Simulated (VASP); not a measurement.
A run of VASP 6.6.1 is set up as follows.

INCAR

```
ALGO = Normal
DIPOL = 0.5 0.5 0.485
EDIFF = 1E-6
EDIFFG = -0.03
ENCUT = 520
GGA = PS
IBRION = 2
IDIPOL = 3
ISIF = 2
ISMEAR = 0
LASPH = True
LCHARG = False
LDIPOL = True
LREAL = False
LWAVE = False
NELM = 80
NSW = 90
PREC = Accurate
SIGMA = 0.1
```

File KPOINTS:

```
k-points
0
Gamma
  10 10 1
```

File POSCAR:

```
Al3Ni3B
1.0
    2.8621655562      0.0000000000      0.0000000000
    0.0000000000      2.8621655562      0.0000000000
    0.0000000000      0.0000000000     26.1554138905
Ni Al B
3 3 1
Selective dynamics
Direct
    0.5000000000      0.5000000000      0.3249805198  F F F
    0.5000000000      0.5000000000      0.4344097021  F F F
    0.5000000000      0.5000000000      0.5461082211  T T T
    0.0000000000      0.0000000000      0.3796951109  F F F
    0.0000000000      0.0000000000      0.4892465812  T T T
    0.0000000000      0.0000000000      0.5974673309  T T T
    0.5000000000      0.5000000000      0.6257597526  T T T
```

Potentials or basis: VASP PAW PBE potentials, release 64 (Ni, Al, B).

Launch:

```console
$ cat potpaw_PBE.64/Ni/POTCAR potpaw_PBE.64/Al/POTCAR potpaw_PBE.64/B/POTCAR > POTCAR
$ mpirun -np 1 vasp_std > vasp.out
```

(1) Predict the energy gained by relaxing.

(2) What does it give for the band gap on the k mesh?

Results:

(1) 14.1 meV/atom.

(2) zero (bands 21 and 22 overlap by 1.47 eV).
